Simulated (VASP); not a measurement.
# KCdCO3F (P-6c2) in VASP: further runs, part 2 of 2

VASP 6.6.1. Earlier steps stand in the parts before.

## 3. Electric field gradients, PBE

File INCAR:

```
SYSTEM = KCdCO3F
PREC = Accurate ; ENCUT = 520
EDIFF = 1E-8 ; ISMEAR = -4
SIGMA = 0.1 ; LREAL = .FALSE.
LASPH = .TRUE. ; NELM = 60
ALGO = Normal ; ISIF = 2
LWAVE = .FALSE. ; LCHARG = .FALSE.
GGA = PE ; LEFG = .TRUE.
NELECT = 99.0 ; NBANDS = 63
```

File KPOINTS:

```
Automatic mesh
0
G
  5 5 3
  0 0 0
```

File POSCAR:

```
KCdCO3F
1.0
    5.1349000000      0.0000000000      0.0000000000
   -2.5674500000      4.4469538459      0.0000000000
    0.0000000000      0.0000000000      8.8460000000
K Cd C O F
2 2 2 6 2
Direct
    0.6666666667      0.3333333333      0.5000000000
    0.6666666667      0.3333333333      0.0000000000
    0.0000000000      0.0000000000      0.2500000000
    0.0000000000      0.0000000000      0.7500000000
    0.3333333333      0.6666666667      0.2500000000
    0.3333333333      0.6666666667      0.7500000000
    0.4062000000      0.9453000000      0.2500000000
    0.5391000000      0.5938000000      0.2500000000
    0.0547000000      0.4609000000      0.2500000000
    0.0547000000      0.5938000000      0.7500000000
    0.4062000000      0.4609000000      0.7500000000
    0.5391000000      0.9453000000      0.7500000000
    0.0000000000      0.0000000000      0.5000000000
    0.0000000000      0.0000000000      0.0000000000
```

Potentials or basis: VASP PAW PBE potentials, release 64 (K_sv, Cd, C, O, F).

On the command line:

```sh
$ cat potpaw_PBE.64/K_sv/POTCAR potpaw_PBE.64/Cd/POTCAR potpaw_PBE.64/C/POTCAR potpaw_PBE.64/O/POTCAR potpaw_PBE.64/F/POTCAR > POTCAR
$ mpirun -np 1 vasp_std > vasp.out
```

OUTCAR:

```text
SYSTEM = KCdCO3F
   PREC = Accurate
   ENCUT = 520
   EDIFF = 1E-8
   ISMEAR = -4
   LREAL = .FALSE.
   LASPH = .TRUE.
   NELM = 60
   ISIF = 2
   GGA = PE
   NELECT = 99.0

 ion  position               nearest neighbor table
   1  0.667  0.333  0.500-   9 2.83  12 2.83  10 2.83   7 2.83  11 2.83   8 2.83   3 3.70   4 3.70
                             3 3.70   4 3.70   3 3.70   4 3.70
   2  0.667  0.333  0.000-   9 2.83  12 2.83  10 2.83   7 2.83  11 2.83   8 2.83   3 3.70   4 3.70
                             3 3.70   4 3.70   3 3.70   4 3.70
   3  0.000  0.000  0.250-  13 2.21  14 2.21   7 2.24   8 2.24   9 2.24   2 3.70   1 3.70   2 3.70
                             1 3.70   1 3.70   2 3.70
   4  0.000  0.000  0.750-  13 2.21  14 2.21  12 2.24  10 2.24  11 2.24   2 3.70   1 3.70   2 3.70
                             1 3.70   1 3.70   2 3.70
   5  0.333  0.667  0.250-   7 1.29   9 1.29   8 1.29
   6  0.333  0.667  0.750-  10 1.29  12 1.29  11 1.29
   7  0.406  0.945  0.250-   5 1.29   3 2.24   1 2.83   2 2.83
   8  0.539  0.594  0.250-   5 1.29   3 2.24   1 2.83   2 2.83
   9  0.055  0.461  0.250-   5 1.29   3 2.24   1 2.83   2 2.83
  10  0.055  0.594  0.750-   6 1.29   4 2.24   1 2.83   2 2.83
  11  0.406  0.461  0.750-   6 1.29   4 2.24   1 2.83   2 2.83
  12  0.539  0.945  0.750-   6 1.29   4 2.24   1 2.83   2 2.83
  13  0.000  0.000  0.500-   3 2.21   4 2.21
  14  0.000  0.000  0.000-   3 2.21   4 2.21

  LATTYP: Found a hexagonal cell.
 ALAT       =     5.1349000000
 C/A-ratio  =     1.7227209878

  Lattice vectors:

 A1 = (   5.1349000000,   0.0000000000,   0.0000000000)
 A2 = (  -2.5674500000,   4.4469538459,   0.0000000000)
 A3 = (   0.0000000000,   0.0000000000,   8.8460000000)

Analysis of symmetry for initial positions (statically):
=====================================================================
 Subroutine PRICEL returns:
 Original cell was already a primitive cell.

 Routine SETGRP: Setting up the symmetry group for a
 hexagonal supercell.

 Subroutine GETGRP returns: Found 12 space group operations
 (whereof  6 operations were pure point group operations)
 out of a pool of 24 trial point group operations.
[... 862 lines left out ...]
 -----------------------------------------------------------------------------------
    total drift:                                0.000000     -0.000000      0.000000

  FREE ENERGIE OF THE ION-ELECTRON SYSTEM (eV)
  ---------------------------------------------------
  free  energy   TOTEN  =       -79.3925188556 eV

  energy  without entropy=      -79.3925188556  energy(sigma->0) =      -79.39251886

 Electric field gradients (V/A^2)
---------------------------------------------------------------------
 ion       V_xx      V_yy      V_zz      V_xy      V_xz      V_yz
---------------------------------------------------------------------
   1       7.139     7.139   -14.277    -0.000     0.000     0.000
   2       7.139     7.139   -14.277    -0.000    -0.000    -0.000
   3       2.214     2.210    -4.424    -0.002    -0.000    -0.000
   4       2.213     2.211    -4.424    -0.003    -0.000     0.000
   5     -17.326   -17.328    34.654    -0.000     0.000    -0.000
   6     -17.327   -17.327    34.654    -0.001    -0.000     0.000
   7     -15.390    70.712   -55.322   -47.101    -0.000     0.000
   8      89.977   -34.654   -55.323   -13.736    -0.000    -0.000
   9       8.399    46.925   -55.324    60.834    -0.000    -0.000
  10      89.977   -34.655   -55.322    13.733     0.000    -0.000
  11       8.399    46.924   -55.323   -60.835    -0.000    -0.000
  12     -15.390    70.714   -55.324    47.099     0.000    -0.000
  13     -63.291   -63.287   126.578     0.003    -0.000    -0.000
  14     -63.291   -63.287   126.578     0.003     0.000     0.000
---------------------------------------------------------------------

 Electric field gradients after diagonalization (V/A^2)
 (convention: |V_zz| > |V_xx| > |V_yy|)
----------------------------------------------------------------------
 ion       V_xx      V_yy      V_zz     asymmetry (V_yy - V_xx)/ V_zz
----------------------------------------------------------------------
   1       7.139     7.138   -14.277       0.000
   2       7.139     7.138   -14.277       0.000
   3       2.215     2.209    -4.424       0.001
   4       2.215     2.209    -4.424       0.001
   5     -17.328   -17.326    34.654       0.000
   6     -17.328   -17.326    34.654       0.000
   7     -55.322   -36.150    91.472       0.210
   8     -55.323   -36.150    91.473       0.210
   9     -55.324   -36.149    91.473       0.210
  10     -55.322   -36.150    91.472       0.210
  11     -55.323   -36.150    91.473       0.210
  12     -55.324   -36.149    91.473       0.210
  13     -63.293   -63.286   126.578       0.000
  14     -63.293   -63.286   126.578       0.000
----------------------------------------------------------------------

           NMR quadrupolar parameters

 Cq : quadrupolar parameter    Cq=e*Q*V_zz/h
 eta: asymmetry parameters     (V_yy - V_xx)/ V_zz
 Q  : nuclear electric quadrupole moment in mb (millibarn)
----------------------------------------------------------------------
 ion       Cq(MHz)       eta       Q (mb)
----------------------------------------------------------------------
   1      -0.035       0.000       1.000
   2      -0.035       0.000       1.000
   3      -0.011       0.001       1.000
   4      -0.011       0.001       1.000
   5       0.084       0.000       1.000
   6       0.084       0.000       1.000
   7       0.221       0.210       1.000
   8       0.221       0.210       1.000
   9       0.221       0.210       1.000
  10       0.221       0.210       1.000
  11       0.221       0.210       1.000
  12       0.221       0.210       1.000
  13       0.306       0.000       1.000
  14       0.306       0.000       1.000
----------------------------------------------------------------------
```

Wall time 2.7 min (1 thread of Intel Xeon Platinum 8375C at 2.90GHz (Ice Lake), shared host); peak memory 0.4 GiB.

What came out:

```yaml
Free_energy: -79.3925 eV
Largest_force: 0.290 eV/Å
Largest_electric_field_gradient_by_atom: K -14.3; Cd -4.4; C +34.7; O +91.5; F +126.6 V/Å²
```

Forces on the atoms (eV/Å):
```
K    0.000  0.000  0.000
K    0.000  0.000  0.000
Cd   0.000  0.000  0.000
Cd   0.000  0.000  0.000
C    0.000  0.000  0.000
C    0.000  0.000  0.000
O    0.064  0.283  0.000
O    0.213 -0.197  0.000
O   -0.277 -0.086  0.000
O   -0.213 -0.197  0.000
O    0.277 -0.086  0.000
O   -0.064  0.283  0.000
F    0.000  0.000  0.000
F    0.000  0.000  0.000
```

Levels at points of the mesh, in eV from the Fermi level:
| k point | band 45 | band 46 | band 47 | band 48 | band 49 | band 50 | band 51 | band 52 | band 53 | band 54 |
| --- | --- | --- | --- | --- | --- | --- | --- | --- | --- | --- |
| (0.00, 0.00, 0.00) | -1.08 | -1.08 | -1.05 | -1.05 | -0.62 | 0.13 | 3.73 | 5.77 | 5.81 | 6.34 |

Electric field gradients, principal values (V/Å²):
```csv
atom,least,middle,greatest (by size)
1 K,7.138,7.139,-14.277
2 K,7.138,7.139,-14.277
3 Cd,2.209,2.215,-4.424
4 Cd,2.209,2.215,-4.424
5 C,-17.326,-17.328,34.654
6 C,-17.326,-17.328,34.654
7 O,-36.150,-55.322,91.472
8 O,-36.150,-55.323,91.473
9 O,-36.149,-55.324,91.473
10 O,-36.150,-55.322,91.472
11 O,-36.150,-55.323,91.473
12 O,-36.149,-55.324,91.473
13 F,-63.286,-63.293,126.578
14 F,-63.286,-63.293,126.578
```

Caveat: the cell carries a net charge on a neutralising background, which shifts energy and pressure; the cell is charged against a uniform background, so pressure and absolute levels hang on convention; without QUAD_EFG the Cq values of the log hold for a quadrupole moment of 1 mb, not for the nuclei; an odd number of electrons without spin polarisation forces a metal; a magnetic or distorted state may lie lower.

## 4. Electric field gradients, PBE

File INCAR:

```
PREC = Accurate
ENCUT = 520
EDIFF = 1E-8
ISMEAR = -1
SIGMA = 0.02
LREAL = False
LASPH = True
NELM = 120
ALGO = Normal
ISIF = 2
LWAVE = False
LCHARG = False
GGA = PE
LEFG = True
NBANDS = 71
GGA_COMPAT = False
```

File KPOINTS:

```
regular mesh
0
Gamma
  5 5 3
```

POSCAR is that of step 3.

Potentials or basis: VASP PAW PBE potentials, release 64 (K_sv, Cd_sv_GW, C, O, F).

On the command line:

```sh
$ cat potpaw_PBE.64/K_sv/POTCAR potpaw_PBE.64/Cd_sv_GW/POTCAR potpaw_PBE.64/C/POTCAR potpaw_PBE.64/O/POTCAR potpaw_PBE.64/F/POTCAR > POTCAR
$ mpirun -np 1 vasp_std > vasp.out
```

OUTCAR:

```text
PREC = Accurate
   ENCUT = 520
   EDIFF = 1E-8
   ISMEAR = -1
   LREAL = False
   LASPH = True
   NELM = 120
   ISIF = 2
   GGA = PE

 ion  position               nearest neighbor table
   1  0.667  0.333  0.500-   9 2.83  12 2.83  10 2.83   7 2.83  11 2.83   8 2.83
   2  0.667  0.333  0.000-   9 2.83  12 2.83  10 2.83   7 2.83  11 2.83   8 2.83
   3  0.000  0.000  0.250-  13 2.21  14 2.21   7 2.24   8 2.24   9 2.24
   4  0.000  0.000  0.750-  13 2.21  14 2.21  12 2.24  10 2.24  11 2.24
   5  0.333  0.667  0.250-   7 1.29   9 1.29   8 1.29
   6  0.333  0.667  0.750-  10 1.29  12 1.29  11 1.29
   7  0.406  0.945  0.250-   5 1.29   3 2.24   1 2.83   2 2.83
   8  0.539  0.594  0.250-   5 1.29   3 2.24   1 2.83   2 2.83
   9  0.055  0.461  0.250-   5 1.29   3 2.24   1 2.83   2 2.83
  10  0.055  0.594  0.750-   6 1.29   4 2.24   1 2.83   2 2.83
  11  0.406  0.461  0.750-   6 1.29   4 2.24   1 2.83   2 2.83
  12  0.539  0.945  0.750-   6 1.29   4 2.24   1 2.83   2 2.83
  13  0.000  0.000  0.500-   3 2.21   4 2.21
  14  0.000  0.000  0.000-   3 2.21   4 2.21

  LATTYP: Found a hexagonal cell.
 ALAT       =     5.1349000000
 C/A-ratio  =     1.7227209878

  Lattice vectors:

 A1 = (   5.1349000000,   0.0000000000,   0.0000000000)
 A2 = (  -2.5674500000,   4.4469538459,   0.0000000000)
 A3 = (   0.0000000000,   0.0000000000,   8.8460000000)

Analysis of symmetry for initial positions (statically):
=====================================================================
 Subroutine PRICEL returns:
 Original cell was already a primitive cell.

 Routine SETGRP: Setting up the symmetry group for a
 hexagonal supercell.

 Subroutine GETGRP returns: Found 12 space group operations
 (whereof  6 operations were pure point group operations)
 out of a pool of 24 trial point group operations.

The static configuration has the point symmetry D_3 .
 The point group associated with its full space group is D_3h.

Analysis of symmetry for dynamics (positions and initial velocities):
=====================================================================
 Subroutine PRICEL returns:
 Original cell was already a primitive cell.

 Routine SETGRP: Setting up the symmetry group for a
 hexagonal supercell.

 Subroutine GETGRP returns: Found 12 space group operations
 (whereof  6 operations were pure point group operations)
 out of a pool of 24 trial point group operations.

The dynamic configuration has the point symmetry D_3 .
 The point group associated with its full space group is D_3h.

 Subroutine INISYM returns: Found 12 space group operations
 (whereof  6 operations are pure point group operations),
 and found     1 'primitive' translations

----------------------------------------------------------------------------------------

                                     Primitive cell

  volume of cell :     201.9954

  direct lattice vectors                    reciprocal lattice vectors
     5.134900000  0.000000000  0.000000000     0.194745759  0.112436517  0.000000000
    -2.567450000  4.446953846  0.000000000     0.000000000  0.224873033  0.000000000
[... 884 lines left out ...]
  --------------------------------------------------------------------------------------
  -------------------------------------------------------------------------------------
  Total        6.2432460      6.2432460      3.7067172     -0.0000000      0.0000000     -0.0000000
  in kB       49.5198686     49.5198686     29.4007555     -0.0000000      0.0000000     -0.0000000
  external PRESSURE =      42.8134976 kB  Pullay stress =       0.0000000 kB

 VOLUME and BASIS-vectors are now :
 -----------------------------------------------------------------------------
  energy-cutoff  :      520.00
  volume of cell :      202.00
      direct lattice vectors                 reciprocal lattice vectors
     5.134900000  0.000000000  0.000000000     0.194745759  0.112436517  0.000000000
    -2.567450000  4.446953846  0.000000000     0.000000000  0.224873033  0.000000000
     0.000000000  0.000000000  8.846000000     0.000000000  0.000000000  0.113045444

 POSITION                                       TOTAL-FORCE (eV/Angst)
 -----------------------------------------------------------------------------------
      2.56745      1.48232      4.42300        -0.000000     -0.000000     -0.000000
      2.56745      1.48232      0.00000        -0.000000     -0.000000     -0.000000
      0.00000      0.00000      2.21150        -0.000000     -0.000000     -0.000000
      0.00000      0.00000      6.63450        -0.000000     -0.000000     -0.000000
     -0.00000      2.96464      2.21150        -0.000000     -0.000000      0.000000
     -0.00000      2.96464      6.63450        -0.000000     -0.000000      0.000000
     -0.34121      4.20371      2.21150        -0.103340      0.780221      0.000000
      1.24367      2.64060      2.21150         0.727361     -0.300616     -0.000000
     -0.90246      2.04960      2.21150        -0.624021     -0.479605      0.000000
     -1.24367      2.64060      6.63450        -0.727361     -0.300616      0.000000
      0.90246      2.04960      6.63450         0.624021     -0.479605      0.000000
      0.34121      4.20371      6.63450         0.103340      0.780221      0.000000
      0.00000      0.00000      4.42300        -0.000000     -0.000000     -0.000000
      0.00000      0.00000      0.00000        -0.000000     -0.000000     -0.000000
 -----------------------------------------------------------------------------------
    total drift:                                0.000002     -0.000001      0.000000

  FREE ENERGIE OF THE ION-ELECTRON SYSTEM (eV)
  ---------------------------------------------------
  free  energy   TOTEN  =       -80.1838017796 eV

  energy  without entropy=      -80.1838017796  energy(sigma->0) =      -80.18380178

 Electric field gradients (V/A^2)
---------------------------------------------------------------------
 ion       V_xx      V_yy      V_zz      V_xy      V_xz      V_yz
---------------------------------------------------------------------
   1      10.113    10.112   -20.225    -0.000     0.000     0.000
   2      10.113    10.112   -20.225    -0.000    -0.000    -0.000
   3      -0.709    -0.718     1.426    -0.006    -0.000    -0.000
   4      -0.710    -0.716     1.426    -0.007    -0.000     0.000
   5     -17.703   -17.705    35.408    -0.000     0.000    -0.000
   6     -17.704   -17.704    35.408    -0.001    -0.000     0.000
   7     -61.151    84.683   -23.532   -66.035    -0.000     0.000
   8     105.413   -81.880   -23.533   -30.134    -0.000     0.000
   9      -8.960    32.495   -23.535    96.166     0.000    -0.000
  10     105.413   -81.880   -23.532    30.131     0.000    -0.000
  11      -8.960    32.493   -23.533   -96.167     0.000    -0.000
  12     -61.150    84.685   -23.535    66.034    -0.000    -0.000
  13     -43.800   -43.797    87.597     0.003    -0.000    -0.000
  14     -43.800   -43.797    87.597     0.003     0.000     0.000
---------------------------------------------------------------------

 Electric field gradients after diagonalization (V/A^2)
 (convention: |V_zz| > |V_xx| > |V_yy|)
----------------------------------------------------------------------
 ion       V_xx      V_yy      V_zz     asymmetry (V_yy - V_xx)/ V_zz
----------------------------------------------------------------------
   1      10.113    10.112   -20.225       0.000
   2      10.113    10.112   -20.225       0.000
   3      -0.721    -0.705     1.426       0.011
   4      -0.721    -0.705     1.426       0.011
   5     -17.705   -17.703    35.408       0.000
   6     -17.705   -17.703    35.408       0.000
   7     -86.608   -23.532   110.141       0.573
   8     -86.608   -23.533   110.142       0.573
   9     -86.607   -23.535   110.142       0.573
  10     -86.608   -23.532   110.141       0.573
  11     -86.608   -23.533   110.142       0.573
  12     -86.607   -23.535   110.142       0.573
  13     -43.802   -43.795    87.597       0.000
  14     -43.802   -43.795    87.597       0.000
----------------------------------------------------------------------

           NMR quadrupolar parameters

 Cq : quadrupolar parameter    Cq=e*Q*V_zz/h
 eta: asymmetry parameters     (V_yy - V_xx)/ V_zz
 Q  : nuclear electric quadrupole moment in mb (millibarn)
----------------------------------------------------------------------
 ion       Cq(MHz)       eta       Q (mb)
----------------------------------------------------------------------
   1      -0.049       0.000       1.000
   2      -0.049       0.000       1.000
   3       0.003       0.011       1.000
   4       0.003       0.011       1.000
   5       0.086       0.000       1.000
   6       0.086       0.000       1.000
   7       0.266       0.573       1.000
   8       0.266       0.573       1.000
   9       0.266       0.573       1.000
  10       0.266       0.573       1.000
  11       0.266       0.573       1.000
  12       0.266       0.573       1.000
  13       0.212       0.000       1.000
  14       0.212       0.000       1.000
----------------------------------------------------------------------
```

Wall time 4.2 min (1 thread of Intel Xeon Platinum 8259CL at 2.50GHz (Skylake/Cascade Lake), shared host); peak memory 0.42 GiB.

What came out:

```
Free energy                             : -80.1838 eV
Pressure                                : 4.3 GPa
Largest force                           : 0.787 eV/Å
Band gap on the k mesh                  : 3.21 eV
Largest electric field gradient by atom : K -20.2; Cd +1.4; C +35.4; O +110.1; F +87.6 V/Å²
```

Forces on the atoms (eV/Å):
```
K    0.000  0.000  0.000
K    0.000  0.000  0.000
Cd   0.000  0.000  0.000
Cd   0.000  0.000  0.000
C    0.000  0.000  0.000
C    0.000  0.000  0.000
O   -0.103  0.780  0.000
O    0.727 -0.301  0.000
O   -0.624 -0.480  0.000
O   -0.727 -0.301  0.000
O    0.624 -0.480  0.000
O    0.103  0.780  0.000
F    0.000  0.000  0.000
F    0.000  0.000  0.000
```

Electric field gradients, principal values (V/Å²):
```csv
atom,least,middle,greatest (by size)
1 K,10.112,10.113,-20.225
2 K,10.112,10.113,-20.225
3 Cd,-0.705,-0.721,1.426
4 Cd,-0.705,-0.721,1.426
5 C,-17.703,-17.705,35.408
6 C,-17.703,-17.705,35.408
7 O,-23.532,-86.608,110.141
8 O,-23.533,-86.608,110.142
9 O,-23.535,-86.607,110.142
10 O,-23.532,-86.608,110.141
11 O,-23.533,-86.608,110.142
12 O,-23.535,-86.607,110.142
13 F,-43.795,-43.802,87.597
14 F,-43.795,-43.802,87.597
```

Caveat: the cell stands under pressure; without QUAD_EFG the Cq values of the log hold for a quadrupole moment of 1 mb, not for the nuclei; an odd mesh through Γ misses points on the zone boundary, where band edges can lie.
